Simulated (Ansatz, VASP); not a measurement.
## One calculation of Sc, two programs

File INCAR:

```
  ALGO = Fast
  EDIFF = 1E-6
  ENCUT = 520
  GGA = PE
  ISIF = 2
  ISMEAR = 0
  LASPH = True
  LCHARG = False
  LREAL = False
  LWAVE = False
  NBANDS = 12
  NELM = 60
  PREC = Accurate
  SIGMA = 0.15
```

The input KPOINTS:

```
k-points
0
Gamma
  18 18 18
```

Contents of POSCAR:

```
Sc
1.0
   -1.9129114784      1.9172054859      1.7128099863
    1.9214994934     -1.9172054859      1.7223960137
    1.9129114784      1.9172054859     -1.7128099863
Sc
1
Direct
    0.0000000000      0.0000000000      0.0000000000
```

Input for Ansatz:

```yaml
crystal:
  lattice:
    - [-1.9129114784, 1.9172054859, 1.7128099863]
    - [1.9214994934, -1.9172054859, 1.7223960137]
    - [1.9129114784, 1.9172054859, -1.7128099863]
  atoms:
    - { symbol: Sc, position: [0.0, 0.0, 0.0] }
basis:
  ecutwfc: 420
kpoints:
  mp_grid: { grid: [18, 18, 18] }
hamiltonian:
  xc: pbe
scf:
  occupations: { method: gaussian, width: 0.15 }
output:
  forces: true
  stress: true
  eigenvalues: true
```

Change from the starting cell: strain +0.0050 x Voigt [0, 0, 0, 0, 1, 0], atoms carried along.

Alike in both runs: task single point; functional PBE; k mesh 18 × 18 × 18; occupations gaussian, width 0.15 eV; no spin polarisation.

|  | VASP | Ansatz |
| --- | --- | --- |
| version | VASP 6.6.1 | Ansatz 0.2.0 |
| potentials or method | VASP PAW PBE potentials, release 64 (Sc_sv), cutoff 520 eV | scalar-relativistic, plane waves, PAW |
| valence electrons in the cell | 11 | 11 |

|  | VASP | Ansatz | Ansatz less VASP |
| --- | --- | --- | --- |
| gap on the k mesh at the Fermi level (eV) | none | none | - |
| pressure (GPa) | -0.8 | -0.8 | +0.01 |
| traceless stress, the component that is largest in VASP (GPa) | 0.76 | 0.76 | +0.003 |

A gap of «none» marks a metal or a gap that the smearing closes.
